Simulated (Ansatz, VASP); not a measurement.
## Bi in VASP and in Ansatz

INCAR

```
  PREC = Accurate
  ENCUT = 520
  EDIFF = 1E-6
  ISMEAR = 1
  SIGMA = 0.1
  LREAL = F
  LASPH = T
  NELM = 60
  ALGO = Normal
  ISIF = 2
  LWAVE = F
  LCHARG = F
  NBANDS = 14
```

KPOINTS

```
Automatic mesh
0
Gamma
  6 6 6
```

File POSCAR:

```
Bi
1.0
   -4.2249691644      4.2249691644      1.4562018542
    4.2249691644     -4.2249691644      1.4562018542
    4.2249691644      4.2249691644     -1.4562018542
Bi
1
Direct
    0.0000000000      0.0000000000      0.0000000000
```

Input for Ansatz:

```yaml
crystal:
  lattice:
    - [-4.224969164398123, 4.224969164398129, 1.4562018541605364]
    - [4.224969164398123, -4.224969164398129, 1.4562018541605346]
    - [4.224969164398123, 4.224969164398123, -1.4562018541605364]
  atoms:
    - { symbol: Bi, position: [-2.3714541611085017e-33, -1.2333898193872081e-33, 1.2403734809192152e-33] }
kpoints:
  mp_grid:
    grid: [6, 6, 6]
hamiltonian:
  xc: lda
scf:
  occupations:
    method: cold
    width: 0.1
output:
  forces: true
  stress: true
```

Alike in both runs: task single point; functional LDA; k mesh 6 × 6 × 6; no spin polarisation.

|  | VASP | Ansatz |
| --- | --- | --- |
| version | VASP 6.6.1 | Ansatz 0.2.0 |
| potentials or method | VASP PAW LDA potentials, release 64 (Bi_d) | plane waves, PAW |
| plane-wave cutoff (eV) | 520 | 420 |
| occupations | methfessel-paxton of order 1, width 0.1 eV | cold, width 0.1 eV |
| valence electrons in the cell | 15 | 15 |

|  | VASP | Ansatz | Ansatz less VASP |
| --- | --- | --- | --- |
| pressure (GPa) | -0.2 | -0.1 | +0.05 |
| traceless stress, the component that is largest in VASP (GPa) | -0.06 | -0.01 | +0.046 |

LDA's correlation is that of Perdew and Zunger in VASP and of Perdew and Wang (1992) in Ansatz.

The k mesh is coarse, so the values compare programs but aren't converged. Spin-orbit coupling is off throughout.
